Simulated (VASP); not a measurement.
# MnO2 (P4_2/mnm) in VASP: single point with r2SCAN

Aim: the single point of MnO2 with r2SCAN.

Program: VASP 6.6.1. These are calculated values, not measurements. Logs are shortened: lines on timing, memory, paths and dates and some standing lists are left out, and cuts for length are marked.

**1. The cell of the first run**

Symmetry: P4_2/mnm, No. 136, tetragonal system. Conventional cell: a = 4.383 Å, b = 4.383 Å, c = 2.861 Å, α = 90.00°, β = 90.00°, γ = 90.00°. Within 2.5 Å of Mn (site symmetry mmm) lie 6 O at 1.87 to 1.89 Å. O (site symmetry m2m) has 3 Mn at 1.87 to 1.89 Å and 1 O at 2.42 Å within 2.5 Å.

**2. Single point, r2SCAN, collinear spin, antiferromagnetic start**

Input file POSCAR:

```
MnO2
1.0
    4.3832916076     -0.0000000117      0.0000000000
   -0.0000000117      4.3832916076      0.0000000000
    0.0000000000      0.0000000000      2.8611299193
Mn O
2 4
Direct
    0.0000000000      0.0000000000      0.0000000000
    0.5000000000      0.5000000000      0.5000000000
    0.3047584487      0.3047584487      0.0000000000
    0.1952415517      0.8047584483      0.5000000000
    0.6952415513      0.6952415513      0.0000000000
    0.8047584483      0.1952415517      0.5000000000
```

Input file INCAR.step1:

```
ALGO = Normal
EDIFF = 1E-4
ENCUT = 520
GGA = PE
ISMEAR = 0
ISPIN = 2
LASPH = T
LCHARG = F
LMAXMIX = 4
LREAL = F
LWAVE = T
MAGMOM = 2.64 -2.64 0 0 0 0
NBANDS = 38
NELM = 150
PREC = Accurate
SIGMA = 0.05
```

Input file INCAR.step2:

```
ALGO = Normal
EDIFF = 1E-7
ENCUT = 520
ISIF = 2
ISMEAR = 0
ISPIN = 2
ISTART = 1
LASPH = T
LCHARG = F
LMAXMIX = 4
LMIXTAU = T
LORBIT = 11
LREAL = F
LWAVE = F
MAGMOM = 2.64 -2.64 0 0 0 0
METAGGA = R2SCAN
NBANDS = 38
NELM = 150
PREC = Accurate
SIGMA = 0.05
```

Input file KPOINTS:

```
k-points
0
Gamma
  6 6 10
```

Potentials or basis: VASP PAW PBE potentials, release 64 (Mn_pv, O).

Launch:

```bash
> cat potpaw_PBE.64/Mn_pv/POTCAR potpaw_PBE.64/O/POTCAR > POTCAR
> cp INCAR.step1 INCAR
> mpirun -np 1 vasp_std > vasp.out
> cp INCAR.step2 INCAR
> mpirun -np 1 vasp_std > vasp.out
```

OUTCAR:

```text
EDIFF = 1E-7
   ENCUT = 520
   ISIF = 2
   ISMEAR = 0
   ISPIN = 2
   ISTART = 1
   LASPH = T
   LORBIT = 11
   LREAL = F
   METAGGA = R2SCAN
   NELM = 150
   PREC = Accurate

 ion  position               nearest neighbor table
   1  0.000  0.000  0.000-   4 1.87   6 1.87   4 1.87   6 1.87   5 1.89   3 1.89
   2  0.500  0.500  0.500-   3 1.87   5 1.87   3 1.87   5 1.87   4 1.89   6 1.89
   3  0.305  0.305  0.000-   2 1.87   2 1.87   1 1.89
   4  0.195  0.805  0.500-   1 1.87   1 1.87   2 1.89
   5  0.695  0.695  0.000-   2 1.87   2 1.87   1 1.89
   6  0.805  0.195  0.500-   1 1.87   1 1.87   2 1.89

  LATTYP: Found a simple tetragonal cell.
 ALAT       =     4.3832916076
 C/A-ratio  =     0.6527354727

  Lattice vectors:

 A1 = (   4.3832916076,  -0.0000000117,   0.0000000000)
 A2 = (  -0.0000000117,   4.3832916076,   0.0000000000)
 A3 = (   0.0000000000,   0.0000000000,   2.8611299193)

Analysis of symmetry for initial positions (statically):
=====================================================================
 Subroutine PRICEL returns:
 Original cell was already a primitive cell.

 Routine SETGRP: Setting up the symmetry group for a
 simple tetragonal supercell.

 Subroutine GETGRP returns: Found 16 space group operations
 (whereof  8 operations were pure point group operations)
 out of a pool of 16 trial point group operations.

The static configuration has the point symmetry D_2h.
 The point group associated with its full space group is D_4h.

Analysis of symmetry for dynamics (positions and initial velocities):
=====================================================================
 Subroutine PRICEL returns:
 Original cell was already a primitive cell.

 Routine SETGRP: Setting up the symmetry group for a
 simple tetragonal supercell.

 Subroutine GETGRP returns: Found 16 space group operations
 (whereof  8 operations were pure point group operations)
 out of a pool of 16 trial point group operations.

The dynamic configuration has the point symmetry D_2h.
 The point group associated with its full space group is D_4h.

Analysis of structural, dynamic, and magnetic symmetry:
=====================================================================
 Subroutine PRICEL returns:
 Original cell was already a primitive cell.

 Routine SETGRP: Setting up the symmetry group for a
 simple tetragonal supercell.

 Subroutine GETGRP returns: Found 16 space group operations
 (whereof  8 operations were pure point group operations)
 out of a pool of 16 trial point group operations.

The overall configuration has the point symmetry D_2h.
 The point group associated with its full space group is D_4h.

 Subroutine INISYM returns: Found 16 space group operations
 (whereof  8 operations are pure point group operations),
 and found     1 'primitive' translations

----------------------------------------------------------------------------------------

                                     Primitive cell

  volume of cell :      54.9716

  direct lattice vectors                    reciprocal lattice vectors
     4.383291608 -0.000000012  0.000000000     0.228139054  0.000000001  0.000000000
    -0.000000012  4.383291608  0.000000000     0.000000001  0.228139054  0.000000000
     0.000000000  0.000000000  2.861129919     0.000000000  0.000000000  0.349512266

  length of vectors
     4.383291608  4.383291608  2.861129919     0.228139054  0.228139054  0.349512266

  position of ions in fractional coordinates (direct lattice)
     0.000000000  0.000000000  0.000000000
     0.500000000  0.500000000  0.500000000
     0.304758449  0.304758449  0.000000000
     0.195241552  0.804758448  0.500000000
     0.695241551  0.695241551  0.000000000
     0.804758448  0.195241552  0.500000000

  ion indices of the primitive-cell ions
   primitive index   ion index
                 1           1
                 2           2
                 3           3
                 4           4
                 5           5
[... 31 lines left out ...]
  0.166667  0.000000  0.000000      4.000000
  0.333333  0.000000  0.000000      4.000000
  0.500000  0.000000  0.000000      2.000000
  0.166667  0.166667  0.000000      4.000000
  0.333333  0.166667  0.000000      8.000000
[... 16 lines left out ...]
  0.333333  0.000000  0.200000      8.000000
  0.500000  0.000000  0.200000      4.000000
 [... further k-points ...]
   k-points           NKPTS =     60   k-points in BZ     NKDIM =     60   number of bands    NBANDS=     38
   number of dos      NEDOS =    301   number of ions     NIONS =      6
   total plane-waves  NPLWV =  31104
   dimension x,y,z NGX =    36 NGY =   36 NGZ =   24
   dimension x,y,z NGXF=    72 NGYF=   72 NGZF=   48
   ions per type =               2   4
   NGX,Y,Z   is equivalent  to a cutoff of  13.65, 13.65, 13.95 a.u.
   NGXF,Y,Z  is equivalent  to a cutoff of  27.31, 27.31, 27.89 a.u.
 SYSTEM =  unknown system
   PREC   = accura    normal or accurate (medium, high low for compatibility)
   ISTART =      1    job   : 0-new  1-cont  2-samecut
   ICHARG =      0    charge: 1-file 2-atom 10-const
   ISPIN  =      2    spin polarized calculation?
   LNONCOLLINEAR =      F non collinear calculations
   LSORBIT =      F    spin-orbit coupling
   LASPH  =      T    aspherical Exc in radial PAW
   ENCUT  =  520.0 eV  38.22 Ry    6.18 a.u.   8.15  8.15  5.32*2*pi/ulx,y,z
   NELM   =    150;   NELMIN=  2; NELMDL=  0     # of ELM steps
   EDIFF  = 0.1E-06   stopping-criterion for ELM
   LREAL  =      F    real-space projection
   EDIFFG = 0.1E-05   stopping-criterion for IOM
   NSW    =      0    number of steps for IOM
   IBRION =     -1    ionic relax: 0-MD 1-quasi-New 2-CG
   NFREE  =      0    steps in history (QN), initial steepest desc. (CG)
   ISIF   =      2    stress and relaxation
   ISYM   =      2    0-nonsym 1-usesym 2-fastsym
   POTIM  = 0.5000    time-step for ionic-motion
   TEBEG  =    0.0;   TEEND  =   0.0 temperature during run
   PSTRESS=    0.0 pullay stress
   NELECT =      50.0000    total number of electrons
   NUPDOWN=      -1.0000    fix difference up-down
   EMIN   =  10.00;   EMAX   =-10.00  energy-range for DOS
   EFERMI =   0.00;   METHOD = LEGACY
   ISMEAR =     0;   SIGMA  =   0.05  broadening in eV -4-tet -1-fermi 0-gaus
   EFERMI_NEDOS =   21; number of points for ismear=-14 and -15
   IALGO  =     38    algorithm
   IMIX   =      4    mixing-type and parameters
     AMIX     =   0.40;   BMIX     =  1.00
     AMIX_MAG =   1.60;   BMIX_MAG =  1.00
  volume/ion in A,a.u.               =       9.16        61.83
  Fermi-wavevector in a.u.,A,eV,Ry     =   1.586179  2.997443 34.231745  2.515962
  Thomas-Fermi vector in A             =   2.685529
   LORBIT       =     11    0 simple, 1 ext, 2 COOP (PROOUT), +10 PAW based schemes
   METAGGA = R2SCAN    functional components
   LHFCALC =     F    Hartree Fock is set to
   AEXX    =    0.0000 exact exchange contribution
   IVDW    =     0    specifies the selected vdW correction
   LEPSILON=     F    determine dielectric tensor
   LRPA    =     F    only Hartree local field effects (RPA)
 spin polarized calculation
 Gauss-broadening in eV      SIGMA  =   0.05
  energy-cutoff  :      520.00
  volume of cell :       54.97
 maximum number of plane-waves:      1504
 NGX is ok and might be reduce to    36
   NGX = 17   NGY = 17   NGZ = 11

 number of electron      49.9999968 magnetization       0.0000000

 Free energy of the ion-electron system (eV)
  ---------------------------------------------------
  ext. energy  EPLUGINS =         0.00000000
  ---------------------------------------------------
  free energy    TOTEN  =       -65.50882894 eV

  energy without entropy =      -65.50882893  energy(sigma->0) =      -65.50882894

 E-fermi :   5.1478     XC(G=0): -12.9296

 val. band max:        4.9879037946   @ k =   0.5000   0.5000   0.0000
 cond. band min:       5.3091644759   @ k =   0.5000   0.5000   0.0000
 fundamental gap:      0.3212606812
 Fermi energy:         5.1478428165

 spin component 1

 k-point     1 :       0.0000    0.0000    0.0000
  band No.  band energies     occupation
      1     -47.7849      1.00000
      2     -47.7214      1.00000
      3     -47.6508      1.00000
      4     -43.9231      1.00000
      5     -43.8503      1.00000
      6     -43.8421      1.00000
[... 949 lines left out ...]
     36      20.1685      0.00000
     37      21.9334      0.00000

 [... further k-points ...]

 spin component 2

 k-point     1 :       0.0000    0.0000    0.0000
  band No.  band energies     occupation
      1     -47.7849      1.00000
      2     -47.7214      1.00000
      3     -47.6508      1.00000
      4     -43.9231      1.00000
      5     -43.8503      1.00000
      6     -43.8421      1.00000
[... 949 lines left out ...]
     36      20.1685      0.00000
     37      21.9334      0.00000

 [... further k-points ...]

 [bands above 37 left out]

------------------------ aborting loop because EDIFF is reached ----------------------------------------

  FORCE on cell =-STRESS in cart. coord.  units (eV):
  Direction    XX          YY          ZZ          XY          YZ          ZX
  --------------------------------------------------------------------------------------
  -------------------------------------------------------------------------------------
  Total        0.2923749      0.2923749      0.4815852     -0.0000000      0.0000000      0.0000000
  in kB        8.5214267      8.5214267     14.0360675     -0.0000000      0.0000000      0.0000000
  external PRESSURE =      10.3596403 kB  Pullay stress =       0.0000000 kB

 VOLUME and BASIS-vectors are now :
 -----------------------------------------------------------------------------
  energy-cutoff  :      520.00
  volume of cell :       54.97
      direct lattice vectors                 reciprocal lattice vectors
     4.383291608 -0.000000012  0.000000000     0.228139054  0.000000001  0.000000000
    -0.000000012  4.383291608  0.000000000     0.000000001  0.228139054  0.000000000
     0.000000000  0.000000000  2.861129919     0.000000000  0.000000000  0.349512266

 POSITION                                       TOTAL-FORCE (eV/Angst)
 -----------------------------------------------------------------------------------
      0.00000      0.00000      0.00000         0.000000      0.000000     -0.000000
      2.19165      2.19165      1.43056         0.000000      0.000000     -0.000000
      1.33585      1.33585      0.00000        -0.021222     -0.021222      0.000000
      0.85580      3.52749      1.43056         0.021222     -0.021222      0.000000
      3.04745      3.04745      0.00000         0.021222      0.021222     -0.000000
      3.52749      0.85580      1.43056        -0.021222      0.021222     -0.000000
 -----------------------------------------------------------------------------------
    total drift:                                0.000000      0.000000     -0.000000

  FREE ENERGIE OF THE ION-ELECTRON SYSTEM (eV)
  ---------------------------------------------------
  free  energy   TOTEN  =       -65.5088289393 eV

  energy  without entropy=      -65.5088289336  energy(sigma->0) =      -65.50882894

 total charge

# of ion       s       p       d       tot
------------------------------------------
    1        0.386   6.476   4.846  11.707
    2        0.386   6.476   4.846  11.707
    3        1.574   3.503   0.000   5.077
    4        1.574   3.503   0.000   5.077
    5        1.574   3.503   0.000   5.077
    6        1.574   3.503   0.000   5.077
--------------------------------------------------
tot          7.066  26.964   9.691  43.721

 magnetization (x)

# of ion       s       p       d       tot
------------------------------------------
    1        0.011   0.022   2.666   2.700
    2       -0.011  -0.022  -2.666  -2.700
    3       -0.002  -0.043   0.000  -0.045
    4        0.002   0.043   0.000   0.045
    5       -0.002  -0.043   0.000  -0.045
    6        0.002   0.043   0.000   0.045
--------------------------------------------------
tot          0.000   0.000   0.000   0.000
```

It took 6.2 min on 1 thread of Intel Xeon 6975P-C (Granite Rapids), shared host; peak memory 0.33 GiB.

What came out:

- Free energy: -65.5088 eV
- Pressure: 1.0 GPa
- Largest force: 0.030 eV/Å
- Band gap on the k mesh: 0.32 eV
- Net moment: 0.00 μB per cell
- Site moments: Mn +2.70, -2.70; O -0.04, +0.04 (each value once) μB
- Valence electrons inside the program's atomic spheres: Mn 11.71; O 5.08

Forces in eV/Å, atoms in the order of the input:
```
Mn   0.000  0.000  0.000
Mn   0.000  0.000  0.000
O   -0.021 -0.021  0.000
O    0.021 -0.021  0.000
O    0.021  0.021  0.000
O   -0.021  0.021  0.000
```

Caveat: semilocal functionals underestimate gaps, and a narrow one can read as zero; the PAW data sets were made with another functional, which shifts forces and pressure a little. A k mesh can miss the band edges.
